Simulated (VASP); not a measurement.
Input of a VASP 6.6.1 run:

INCAR

```
SYSTEM = MgO
ALGO     = Normal         ! electronic algorithm
EDIFF    = 1E-8           ! SCF threshold, eV
ENCUT    = 520            ! plane-wave cutoff, eV
GGA      = PE             ! functional
IBRION   = 8              ! ionic algorithm
ISIF     = 2              ! what is computed and relaxed
ISMEAR   = 0              ! smearing method
LASPH    = .True.         ! aspherical terms in the spheres
LCHARG   = .False.        ! write CHGCAR
LEPSILON = .True.         ! dielectric tensor by DFPT
LREAL    = .False.        ! projectors in reciprocal space
LWAVE    = .False.        ! write WAVECAR
NBANDS   = 11             ! bands
NELM     = 100            ! most SCF steps
NSW      = 1              ! ionic steps
PREC     = Accurate       ! precision mode
SIGMA    = 0.01           ! smearing width, eV
```

KPOINTS

```
k-points
0
Gamma
  8 8 8
  0 0 0
```

The input POSCAR:

```
MgO
1.0
    0.0000000000      2.1267948325      2.1267948325
    2.1267948325      0.0000000000      2.1267948325
    2.1267948325      2.1267948325      0.0000000000
Mg O
1 1
Direct
    0.0000000000      0.0000000000      0.0000000000
    0.5000000000      0.5000000000      0.5000000000
```

Potentials or basis: VASP PAW PBE potentials, release 64 (Mg, O).

The run is started by

```sh
$ cat potpaw_PBE.64/Mg/POTCAR potpaw_PBE.64/O/POTCAR > POTCAR
$ mpirun -np 1 vasp_std > vasp.out
```

**Question.** Predict the electronic dielectric tensor (diagonal).

**Answer.** 3.17.

**Question.** Predict the Born charges (mean of the diagonal).

**Answer.** Mg +1.98; O -1.98 e.

**Question.** What does it give for the highest phonon frequency at Γ, LO-TO splitting left out?

**Answer.** 368 cm⁻¹.

Phonon frequencies in cm⁻¹ (negative: imaginary):
```csv
q point,frequencies
"(0.000, 0.000, 0.000)",0 0 0 368 368 368
```
